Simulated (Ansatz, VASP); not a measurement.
One calculation of Rh, two programs

Contents of INCAR:

```
SYSTEM = Rh
  PREC = Accurate
  ENCUT = 520
  EDIFF = 1E-6
  ISMEAR = -1
  SIGMA = 0.05
  LREAL = .FALSE.
  LASPH = .TRUE.
  NELM = 80
  ALGO = Fast
  ISIF = 2
  LWAVE = .FALSE.
  LCHARG = .TRUE.
  GGA = PE
  LELF = .TRUE.
  LVHAR = .TRUE.
  NBANDS = 38
```

Contents of KPOINTS:

```
regular mesh
0
G
  11 11 3
  0 0 0
```

The input POSCAR:

```
Rh
1.0
    2.7271663779      0.0000000000      0.0000000000
   -1.3635831889      2.3617953636      0.0000000000
    0.0000000000      0.0000000000      8.9138474877
Rh
4
Direct
    0.6666666667      0.3333333333      0.7500000000
    0.0000000000      0.0000000000      0.5000000000
    0.3333333333      0.6666666667      0.2500000000
    0.0000000000      0.0000000000      0.0000000000
```

Contents of input.yaml:

```yaml
crystal:
  lattice:
    - [2.7271663779, 0.0, 0.0]
    - [-1.3635831889, 2.3617953636, 0.0]
    - [0.0, 0.0, 8.9138474877]
  atoms:
    - { symbol: Rh, position: [0.6666666667, 0.3333333333, 0.75] }
    - { symbol: Rh, position: [0.0, 0.0, 0.5] }
    - { symbol: Rh, position: [0.3333333333, 0.6666666667, 0.25] }
    - { symbol: Rh, position: [0.0, 0.0, 0.0] }
hamiltonian:
  xc: pbe
  pseudopotentials: { kind: paw }
kpoints:
  mp_grid: { grid: [11, 11, 3] }
scf:
  occupations: { method: fermi_dirac, width: 0.05 }
output:
  forces: true
  stress: true
  eigenvalues: true
```

Alike in both runs: task single point; functional PBE; k mesh 11 × 11 × 3; occupations fermi-dirac, width 0.05 eV; no spin polarisation.

|  | VASP | Ansatz |
| --- | --- | --- |
| version | VASP 6.6.1 | Ansatz 0.2.0 |
| potentials or method | VASP PAW PBE potentials, release 64 (Rh_pv) | Ansatz PAW |
| plane-wave cutoff (eV) | 520 | 420 |
| valence electrons in the cell | 60 | 68 |

```csv
,VASP,Ansatz,Ansatz less VASP
gap on the k mesh at the Fermi level (eV),none,none,-
pressure (GPa),-4.8,-4.8,0.00
"traceless stress, the component that is largest in VASP (GPa)",-0.98,-0.98,0.000
```

A gap of «none» marks a metal or a gap that the smearing closes. VASP's potentials hold 60 valence electrons a cell and Ansatz's 68, so a difference there can come from the potentials and not from the codes.
